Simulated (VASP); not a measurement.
HfC: single point with BLYP

Crystal: HfC.

```xyz
2
Lattice="0.0000 2.3250 2.3250 2.3250 0.0000 2.3250 2.3250 2.3250 0.0000" Properties=species:S:1:pos:R:3 pbc="T T T"
Hf    2.3250    2.3250    2.3250
C     0.0000    0.0000    0.0000
```

```yaml
Program: VASP 6.6.1
Task: single point
Functional: BLYP
Potentials_or_basis: VASP PAW PBE potentials, release 64 (Hf_pv, C)
Cutoff: 600 eV
k_mesh: 11 × 11 × 11
Occupations: methfessel-paxton, width 0.15 eV
Spin: no spin polarisation
Dipole_correction: no
Further_INCAR_settings: ALGO = Normal; EDIFF = 1e-06; NBANDS = 14
```

```
Pressure               : 7.6 GPa
Band gap on the k mesh : zero (bands 7 and 8 overlap by 1.38 eV)
```

Levels at points of the mesh, in eV from the Fermi level:
| k point | band 3 | band 4 | band 5 | band 6 | band 7 | band 8 | band 9 | band 10 | band 11 | band 12 |
| --- | --- | --- | --- | --- | --- | --- | --- | --- | --- | --- |
| (0.00, 0.00, 0.00) | -29.68 | -12.27 | 0.88 | 0.88 | 0.88 | 1.29 | 1.29 | 1.29 | 3.24 | 3.24 |

Wall time 17 s on 1 thread of Intel(R) Xeon(R) 6975P-C (Granite Rapids) (shared host), peak memory 0.16 GiB.

Caveat: the cell stands under pressure; the PAW data sets were made with another functional, which shifts forces and pressure a little; spin-orbit coupling is left out, which moves the levels of the heavy elements.
